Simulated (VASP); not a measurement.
# SnO2 (Cm) in VASP: single point with PBE+D3(BJ)

Aim: the single point of SnO2 with PBE+D3(BJ).

Program: VASP 6.6.1. These are calculated values, not measurements. Logs are shortened: lines on timing, memory, paths and dates and some standing lists are left out, and cuts for length are marked.

## 1. The cell of the first run

It takes space group Cm (No. 8, monoclinic). The conventional cell has a = 5.607 Å, b = 3.237 Å, c = 4.680 Å, α = 90.00°, β = 113.54°, γ = 90.00°. Within 2.7 Å of Sn (site symmetry m) lie 6 O at 2.05 to 2.27 Å. Within 2.7 Å of O (site symmetry m) lie 3 Sn at 2.05 to 2.27 Å and 1 O at 2.54 Å. Within 2.7 Å of O (site symmetry m) lie 3 Sn at 2.07 to 2.21 Å and 1 O at 2.54 Å.

## 2. Single point, PBE+D3(BJ) (atoms displaced along several vibrational modes)

Contents of INCAR:

```
PREC     = Accurate       # precision mode
ENCUT    = 520            # plane-wave cutoff, eV
EDIFF    = 1E-7           # SCF threshold, eV
ISMEAR   = 0              # smearing method
SIGMA    = 0.05           # smearing width, eV
LREAL    = False          # projectors in reciprocal space
LASPH    = True           # aspherical terms in the spheres
NELM     = 60             # most SCF steps
ALGO     = Normal         # electronic algorithm
ISIF     = 2              # what is computed and relaxed
LWAVE    = False          # write WAVECAR
LCHARG   = False          # write CHGCAR
GGA      = PE             # functional
IVDW     = 12             # dispersion correction
NBANDS   = 64             # bands
```

Contents of KPOINTS:

```
regular mesh
0
Gamma
  6 6 6
```

Contents of POSCAR:

```
SnO2
1.0
    3.2373377712      1.8690778337      4.2908446647
   -3.2373377712      1.8690778337      4.2908446647
    0.0000000000     -3.7381556673      4.2908446647
Sn O
4 8
Direct
    0.8635827616      0.8653770061      0.8653770061
    0.3635881538      0.3653958413      0.8653842625
    0.3635881538      0.8653842626      0.3653958412
    0.8635901331      0.3653913104      0.3653913104
    0.1502443367      0.6066386116      0.6066385899
    0.6502136237      0.1066659089      0.6066488514
    0.6502136237      0.6066488730      0.1066658873
    0.5882515398      0.6184802382      0.6184802604
    0.1502329857      0.1066638471      0.1066638255
    0.0882318324      0.1184755323      0.6184502501
    0.0882318324      0.6184502279      0.1184755546
    0.5882889025      0.1184683997      0.1184684219
```

Potentials or basis: VASP PAW PBE potentials, release 64 (Sn_d, O).

Run with:

```
cat potpaw_PBE.64/Sn_d/POTCAR potpaw_PBE.64/O/POTCAR > POTCAR
mpirun -np 1 vasp_std > vasp.out
```

OUTCAR:

```text
PREC = Accurate
   ENCUT = 520
   EDIFF = 1E-7
   ISMEAR = 0
   LREAL = False
   LASPH = True
   NELM = 60
   ISIF = 2
   GGA = PE
   IVDW = 12
 IVDW          = 12

 ion  position               nearest neighbor table
   1  0.864  0.865  0.865-   7 2.05   6 2.05  10 2.07  11 2.07  12 2.21   5 2.27   2 3.24   3 3.24
                             4 3.24   4 3.24   3 3.24   2 3.24
   2  0.364  0.365  0.865-   5 2.05   9 2.05   8 2.07  12 2.07  11 2.21   6 2.27   3 3.24   1 3.24
                             4 3.24   4 3.24   1 3.24   3 3.24
   3  0.364  0.865  0.365-   5 2.05   9 2.05   8 2.07  12 2.07  10 2.21   7 2.27   2 3.24   1 3.24
                             4 3.24   4 3.24   1 3.24   2 3.24
   4  0.864  0.365  0.365-   6 2.05   7 2.05  11 2.07  10 2.07   8 2.21   9 2.27   2 3.24   3 3.24
                             1 3.24   1 3.24   3 3.24   2 3.24
   5  0.150  0.607  0.607-   3 2.05   2 2.05   1 2.27
   6  0.650  0.107  0.607-   4 2.05   1 2.05   2 2.27
   7  0.650  0.607  0.107-   4 2.05   1 2.05   3 2.27
   8  0.588  0.618  0.618-   2 2.07   3 2.07   4 2.21
   9  0.150  0.107  0.107-   2 2.05   3 2.05   4 2.27
  10  0.088  0.118  0.618-   4 2.07   1 2.07   3 2.21
  11  0.088  0.618  0.118-   4 2.07   1 2.07   2 2.21
  12  0.588  0.118  0.118-   3 2.07   2 2.07   1 2.21

  LATTYP: Found a trigonal (rhomboedric) cell.
 ALAT       =     5.6907957027
 COS(alpha) =     0.3527679204

  Lattice vectors:

 A1 = (   3.2373377712,   1.8690778337,   4.2908446647)
 A2 = (  -3.2373377712,   1.8690778337,   4.2908446647)
 A3 = (   0.0000000000,  -3.7381556673,   4.2908446647)

Analysis of symmetry for initial positions (statically):
=====================================================================
 Subroutine PRICEL returns:
 Original cell was already a primitive cell.

 Routine SETGRP: Setting up the symmetry group for a
 trigonal (rhombohedral) supercell.

 Subroutine GETGRP returns: Found  2 space group operations
 (whereof  2 operations were pure point group operations)
 out of a pool of 12 trial point group operations.

The static configuration has the point symmetry C_1h.

Analysis of symmetry for dynamics (positions and initial velocities):
=====================================================================
 Subroutine PRICEL returns:
 Original cell was already a primitive cell.

 Routine SETGRP: Setting up the symmetry group for a
 trigonal (rhombohedral) supercell.

 Subroutine GETGRP returns: Found  2 space group operations
 (whereof  2 operations were pure point group operations)
 out of a pool of 12 trial point group operations.

The dynamic configuration has the point symmetry C_1h.

 Subroutine INISYM returns: Found  2 space group operations
 (whereof  2 operations are pure point group operations),
 and found     1 'primitive' translations

----------------------------------------------------------------------------------------

                                     Primitive cell

  volume of cell :     155.7792

  direct lattice vectors                    reciprocal lattice vectors
     3.237337771  1.869077834  4.290844665     0.154447894  0.089170533  0.077684782
    -3.237337771  1.869077834  4.290844665    -0.154447894  0.089170533  0.077684782
     0.000000000 -3.738155667  4.290844665     0.000000000 -0.178341066  0.077684782

  length of vectors
     5.690795703  5.690795703  5.690795703     0.194526248  0.194526248  0.194526248

  position of ions in fractional coordinates (direct lattice)
     0.863582762  0.865377006  0.865377006
     0.363588154  0.365395841  0.865384263
     0.363588154  0.865384263  0.365395841
     0.863590133  0.365391310  0.365391310
     0.150244337  0.606638612  0.606638590
     0.650213624  0.106665909  0.606648851
     0.650213624  0.606648873  0.106665887
     0.588251540  0.618480238  0.618480260
     0.150232986  0.106663847  0.106663826
     0.088231832  0.118475532  0.618450250
     0.088231832  0.618450228  0.118475555
     0.588288902  0.118468400  0.118468422

  ion indices of the primitive-cell ions
   primitive index   ion index
                 1           1
                 2           2
                 3           3
                 4           4
                 5           5
                 6           6
                 7           7
                 8           8
                 9           9
                10          10
                11          11
                12          12

----------------------------------------------------------------------------------------

 KPOINTS: regular mesh

Automatic generation of k-mesh.
 Grid dimensions read from file:
 generate k-points for:    6    6    6

 Generating k-lattice:

  Cartesian coordinates                     Fractional coordinates (reciprocal lattice)
     0.025741316  0.014861756  0.012947464     0.166666667  0.000000000  0.000000000
    -0.025741316  0.014861756  0.012947464     0.000000000  0.166666667  0.000000000
     0.000000000 -0.029723511  0.012947464     0.000000000  0.000000000  0.166666667

  Length of vectors
     0.032421041  0.032421041  0.032421041

  Shift w.r.t. Gamma in fractional coordinates (k-lattice)
     0.000000000  0.000000000  0.000000000

 Subroutine IBZKPT returns following result:
 ===========================================

 Found     68 irreducible k-points:

 Following reciprocal coordinates:
            Coordinates               Weight
  0.000000  0.000000  0.000000      1.000000
  0.166667 -0.000000  0.000000      2.000000
 -0.000000  0.166667  0.000000      4.000000
  0.333333  0.000000  0.000000      2.000000
  0.000000  0.333333  0.000000      4.000000
  0.500000  0.000000 -0.000000      1.000000
[... 16 lines left out ...]
  0.500000  0.333333  0.000000      4.000000
  0.000000  0.500000  0.333333      4.000000
 [... further k-points ...]
   k-points           NKPTS =     68   k-points in BZ     NKDIM =     68   number of bands    NBANDS=     64
   number of dos      NEDOS =    301   number of ions     NIONS =     12
   total plane-waves  NPLWV =  74088
   dimension x,y,z NGX =    42 NGY =   42 NGZ =   42
   dimension x,y,z NGXF=    84 NGYF=   84 NGZF=   84
   ions per type =               4   8
   NGX,Y,Z   is equivalent  to a cutoff of  12.27, 12.27, 12.27 a.u.
   NGXF,Y,Z  is equivalent  to a cutoff of  24.54, 24.54, 24.54 a.u.
 SYSTEM =  unknown system
   PREC   = accura    normal or accurate (medium, high low for compatibility)
   ISTART =      0    job   : 0-new  1-cont  2-samecut
   ICHARG =      2    charge: 1-file 2-atom 10-const
   ISPIN  =      1    spin polarized calculation?
   LNONCOLLINEAR =      F non collinear calculations
   LSORBIT =      F    spin-orbit coupling
   LASPH  =      T    aspherical Exc in radial PAW
   ENCUT  =  520.0 eV  38.22 Ry    6.18 a.u.  10.58 10.58 10.58*2*pi/ulx,y,z
   NELM   =     60;   NELMIN=  2; NELMDL= -5     # of ELM steps
   EDIFF  = 0.1E-06   stopping-criterion for ELM
   LREAL  =      F    real-space projection
   EDIFFG = 0.1E-05   stopping-criterion for IOM
   NSW    =      0    number of steps for IOM
   IBRION =     -1    ionic relax: 0-MD 1-quasi-New 2-CG
   NFREE  =      0    steps in history (QN), initial steepest desc. (CG)
   ISIF   =      2    stress and relaxation
   ISYM   =      2    0-nonsym 1-usesym 2-fastsym
   POTIM  = 0.5000    time-step for ionic-motion
   TEBEG  =    0.0;   TEEND  =   0.0 temperature during run
   PSTRESS=    0.0 pullay stress
   NELECT =     104.0000    total number of electrons
   NUPDOWN=      -1.0000    fix difference up-down
   EMIN   =  10.00;   EMAX   =-10.00  energy-range for DOS
   EFERMI =   0.00;   METHOD = LEGACY
   ISMEAR =     0;   SIGMA  =   0.05  broadening in eV -4-tet -1-fermi 0-gaus
   EFERMI_NEDOS =   21; number of points for ismear=-14 and -15
   IALGO  =     38    algorithm
   IMIX   =      4    mixing-type and parameters
     AMIX     =   0.40;   BMIX     =  1.00
     AMIX_MAG =   1.60;   BMIX_MAG =  1.00
  volume/ion in A,a.u.               =      12.98        87.60
  Fermi-wavevector in a.u.,A,eV,Ry     =   1.430813  2.703844 27.854188  2.047225
  Thomas-Fermi vector in A             =   2.550617
   LORBIT       =      0    0 simple, 1 ext, 2 COOP (PROOUT), +10 PAW based schemes
   GGA     = PE    functional components
   LHFCALC =     F    Hartree Fock is set to
   AEXX    =    0.0000 exact exchange contribution
   IVDW    =    12    specifies the selected vdW correction
   LEPSILON=     F    determine dielectric tensor
   LRPA    =     F    only Hartree local field effects (RPA)
 non-spin polarized calculation
 Gauss-broadening in eV      SIGMA  =   0.05
  energy-cutoff  :      520.00
  volume of cell :      155.78
 maximum number of plane-waves:      4212
   NGX = 21   NGY = 21   NGZ = 21

 number of electron     104.0000011 magnetization

 Free energy of the ion-electron system (eV)
  ---------------------------------------------------
  ext. energy  EPLUGINS =         0.00000000
  ---------------------------------------------------
  free energy    TOTEN  =       -71.76908449 eV

  energy without entropy =      -71.76908449  energy(sigma->0) =      -71.76908449

 E-fermi :   5.1915     XC(G=0): -10.7283

 val. band max:        4.9714918746   @ k =  -0.0000  -0.3333   0.3333
 cond. band min:       6.3964920647   @ k =   0.0000   0.0000   0.0000
 fundamental gap:      1.4250001901
 Fermi energy:         5.1914853109

 k-point     1 :       0.0000    0.0000    0.0000
  band No.  band energies     occupation
      1     -16.0051      2.00000
      2     -15.9954      2.00000
      3     -15.9951      2.00000
      4     -15.4970      2.00000
      5     -15.1912      2.00000
      6     -15.1814      2.00000
[... 1597 lines left out ...]
     63      14.1679      0.00000
     64      15.0833      0.00000

 [... further k-points ...]

------------------------ aborting loop because EDIFF is reached ----------------------------------------

 Edisp (eV)   -2.41269

 E8    (eV) :    -0.9593

  FORCE on cell =-STRESS in cart. coord.  units (eV):
  Direction    XX          YY          ZZ          XY          YZ          ZX
  --------------------------------------------------------------------------------------
  -------------------------------------------------------------------------------------
  Total       1.89238     3.40673     3.52023    -1.31146     5.66519     9.81239
  in kB      19.46298    35.03792    36.20526   -13.48829    58.26601   100.91972
  external pressure =       30.24 kB  Pullay stress =        0.00 kB

 VOLUME and BASIS-vectors are now :
 -----------------------------------------------------------------------------
  energy-cutoff  :      520.00
  volume of cell :      155.78
      direct lattice vectors                 reciprocal lattice vectors
     3.237337771  1.869077834  4.290844665     0.154447894  0.089170533  0.077684782
    -3.237337771  1.869077834  4.290844665    -0.154447894  0.089170533  0.077684782
     0.000000000 -3.738155667  4.290844665     0.000000000 -0.178341066  0.077684782

 POSITION                                       TOTAL-FORCE (eV/Angst)
 -----------------------------------------------------------------------------------
     -0.00581     -0.00335     11.13190         0.214669      0.123939      0.169370
     -0.00585     -1.87241      6.84119         0.218461      0.123187      0.170479
     -1.62448      0.93114      6.84119         0.215913      0.127599      0.170479
      1.61284      0.93117      6.84121         0.214979      0.124118      0.167658
     -1.47750     -0.85304      5.85066        -1.447148     -0.835511     -0.536944
      1.75965     -0.85308      5.85069        -1.446073     -0.835504     -0.536727
      0.14103      1.95044      5.85069        -1.446604     -0.834584     -0.536727
     -0.09786     -0.05650      7.83170         1.230233      0.710275      0.367349
      0.14105      0.08143      1.55998        -1.445571     -0.834601     -0.537239
     -0.09791     -1.92551      3.54062         1.232100      0.708854      0.368721
     -1.71650      0.87796      3.54062         1.229935      0.712603      0.368721
      1.52097      0.87813      3.54092         1.229106      0.709625      0.364857
 -----------------------------------------------------------------------------------
    total drift:                                0.001476      0.000868     -0.000147

  FREE ENERGIE OF THE ION-ELECTRON SYSTEM (eV)
  ---------------------------------------------------
  free  energy   TOTEN  =       -74.1817696896 eV

  energy  without entropy=      -74.1817696896  energy(sigma->0) =      -74.18176969
```

It took 5.6 min on 1 thread of AMD EPYC 9R45 (Zen 5), shared host; peak memory 0.54 GiB.

Results:

```
Free energy                : -74.1818 eV
Pressure                   : 3.0 GPa
Largest force              : 1.755 eV/Å
Band gap on the k mesh     : 1.43 eV
Dispersion energy per atom : -0.201 eV
```

Forces on the atoms (eV/Å):
```
Sn   0.215  0.124  0.169
Sn   0.218  0.123  0.170
Sn   0.216  0.128  0.170
Sn   0.215  0.124  0.168
O   -1.447 -0.836 -0.537
O   -1.446 -0.836 -0.537
O   -1.447 -0.835 -0.537
O    1.230  0.710  0.367
O   -1.446 -0.835 -0.537
O    1.232  0.709  0.369
O    1.230  0.713  0.369
O    1.229  0.710  0.365
```

Caveat: the cell differs from its parent crystal (atoms displaced along several vibrational modes); the cell stands under pressure; spin-orbit coupling is left out, which moves the levels of the heavy elements; forces of over 1 eV/Å act on the atoms, so gaps and moduli don't describe the material at rest. A k mesh can miss the band edges.
